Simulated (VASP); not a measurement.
## CdS (zincblende type): single point with LDA

The system is CdS (zincblende type).

```
Cd S
1.0
     0.00000    2.35835    2.35835
     2.35835    0.00000    2.35835
     2.35835    2.35835    0.00000
Cd S
1 1
Direct
  0.00000 0.00000 0.00000
  0.25000 0.25000 0.25000
```

- Program: VASP 6.6.1
- Task: single point
- Functional: LDA
- Potentials or basis: VASP PAW LDA potentials, release 64 (Cd, S)
- Cutoff: 520 eV
- k mesh: 11 × 11 × 11
- Occupations: fermi-dirac, width 0.08 eV
- Spin: no spin polarisation
- Dipole correction: no
- Further INCAR settings: ALGO = Normal; EDIFF = 1e-06; NBANDS = 16

```yaml
Pressure: 164.7 GPa
Band_gap_on_the_k_mesh: 1.72 eV
```

Levels at points of the mesh, in eV from the valence-band top:
| k point | band 7 | band 8 | band 9 | band 10 | band 11 | band 12 |
| --- | --- | --- | --- | --- | --- | --- |
| (0.00, 0.00, 0.00) | 0.00 | 0.00 | 0.00 | 1.72 | 5.04 | 5.04 |

Wall time 46 s on 1 thread of AMD EPYC 7R13, with other jobs on the host, peak memory 0.12 GiB.

Caveat: the cell stands under pressure; an odd mesh through Γ misses points on the zone boundary, where band edges can lie.
